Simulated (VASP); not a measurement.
Runs of VASP 6.6.1 on TaN. The structure is that of space group P6/mmm (No. 191), or close to it. The cells are those of the table. 

```csv
task,level,U,cell,cutoff (eV),gap on the mesh (eV),pressure (GPa),relaxed volume (Å³/atom)
single point,PBE,-,"a = 5.250, b = 5.250, c = 2.932 Å, angles 90.0, 90.0, 120.0°, 6 atoms",520,none,(c),-
single point,PBE+D3(BJ),-,"a = 5.185, b = 5.185, c = 2.908 Å, angles 90.0, 90.0, 120.0°, 6 atoms",520,none,(b),-
single point,PBE+D4,-,"a = 5.222, b = 5.222, c = 2.921 Å, angles 90.0, 90.0, 120.0°, 6 atoms",520,none,0.8,-
single point,PBE+U,Ta d U = 8.0 eV,"a = 5.353, b = 5.353, c = 2.955 Å, angles 90.0, 90.0, 120.0°, 6 atoms",520,none,9.7,-
relaxation of cell and atoms,PBE+U,Ta d U = 1.0 eV,"relaxed from a = 5.185, b = 5.185, c = 2.908 Å, angles 90.0, 90.0, 120.0°, 6 atoms",600,none,0.0,11.79
relaxation of cell and atoms,PBE+D3(BJ),-,"relaxed from a = 5.185, b = 5.185, c = 2.908 Å, angles 90.0, 90.0, 120.0°, 6 atoms",600,none,0.0,11.44
single point,PBE+D3(BJ),-,"a = 5.211, b = 5.211, c = 2.923 Å, angles 90.0, 90.0, 120.0°, 6 atoms",520,none,-0.5,-
relaxation of cell and atoms,PBE,-,"relaxed from a = 5.185, b = 5.185, c = 2.908 Å, angles 90.0, 90.0, 120.0°, 6 atoms",600,none,0.0,11.69
relaxation of cell and atoms,PBE+U,Ta d U = 5.0 eV,"relaxed from a = 5.185, b = 5.185, c = 2.908 Å, angles 90.0, 90.0, 120.0°, 6 atoms",600,none,0.0,(a)
single point,PBE+D3(BJ),-,"a = 5.202, b = 5.202, c = 2.922 Å, angles 90.0, 90.0, 120.0°, 6 atoms",520,none,0.8,-
relaxation of cell and atoms,PBE+U,Ta d U = 4.0 eV,"relaxed from a = 5.185, b = 5.185, c = 2.908 Å, angles 90.0, 90.0, 120.0°, 6 atoms",600,none,0.0,12.12
relaxation of cell and atoms,PBE+D4,-,"relaxed from a = 5.185, b = 5.185, c = 2.908 Å, angles 90.0, 90.0, 120.0°, 6 atoms",600,none,0.0,11.52
```

Alike in all rows: potentials or basis VASP PAW PBE potentials, release 64 (Ta_pv, N); no spin polarisation; k mesh 6 × 6 × 9; smearing fermi-dirac 0.05 eV.

Question: Estimate the missing entries.

Answer: (a) 12.23; (b) 4.6; (c) 0.7.

Caveats: spin-orbit coupling is left out, which moves the levels of the heavy elements; U without spin polarisation on a metal has little footing (at least some runs); three body term missing (at least some runs); the cell stands under pressure (at least some runs).

A k mesh can miss the band edges, and the runs leave out spin-orbit coupling on Ta.

A gap of «none» marks levels without a gap at the run's occupations.
